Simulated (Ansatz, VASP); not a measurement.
# RbBr3 in VASP and in Ansatz

Contents of INCAR:

```
PREC     = Accurate       # precision mode
ENCUT    = 500            # plane-wave cutoff, eV
EDIFF    = 1E-6           # SCF threshold, eV
ISMEAR   = 0              # smearing method
SIGMA    = 0.05           # smearing width, eV
LREAL    = False          # projectors in reciprocal space
LASPH    = True           # aspherical terms in the spheres
NELM     = 120            # most SCF steps
ALGO     = Normal         # electronic algorithm
ISIF     = 2              # what is computed and relaxed
LWAVE    = False          # write WAVECAR
LCHARG   = False          # write CHGCAR
GGA      = PE             # functional
NBANDS   = 23             # bands
GGA_COMPAT= False
```

File KPOINTS:

```
regular mesh
0
Gamma
  7 7 7
```

The input POSCAR:

```
RbBr3
1.0
   -2.2585671000      2.2585671000      6.4370042300
    2.2585671000     -2.2585671000      6.4370042300
    2.2585671000      2.2585671000     -6.4370042300
Rb Br
1 3
Direct
    0.0000000000      0.0000000000      0.0000000000
    0.7500000000      0.2500000000      0.5000000000
    0.2500000000      0.7500000000      0.5000000000
    0.5000000000      0.5000000000      0.0000000000
```

Input for Ansatz:

```yaml
crystal:
  lattice:
    - [-2.2585671, 2.2585671, 6.43700423]
    - [2.2585671, -2.2585671, 6.43700423]
    - [2.2585671, 2.2585671, -6.43700423]
  atoms:
    - { symbol: Rb, position: [0.0, 0.0, 0.0] }
    - { symbol: Br, position: [0.75, 0.25, 0.5] }
    - { symbol: Br, position: [0.25, 0.75, 0.5] }
    - { symbol: Br, position: [0.5, 0.5, 0.0] }
basis:
  ecutwfc: 420
kpoints:
  mp_grid: { grid: [7, 7, 7] }
hamiltonian:
  xc: pbe
scf:
  occupations: { method: gaussian, width: 0.05 }
output:
  forces: true
  stress: true
  eigenvalues: true
```

Alike in both runs: task single point; functional PBE; k mesh 7 × 7 × 7; occupations gaussian, width 0.05 eV; no spin polarisation.

|  | VASP | Ansatz |
| --- | --- | --- |
| version | VASP 6.6.1 | Ansatz 0.2.0 |
| potentials or method | VASP PAW PBE potentials, release 64 (Rb_sv, Br), cutoff 500 eV | scalar-relativistic, plane waves, PAW |
| valence electrons in the cell | 30 | 30 |

VASP gave:

| Item | Value |
| --- | --- |
| gap on the k mesh at the Fermi level (eV) | none |
| pressure (GPa) | 0.7 |
| traceless stress, the component that is largest in VASP (GPa) | 0.31 |

Estimate Ansatz's values.

gap on the k mesh at the Fermi level (eV): none; pressure (GPa): 0.7; traceless stress, the component that is largest in VASP (GPa): 0.32.

A gap of «none» marks a metal or a gap that the smearing closes.
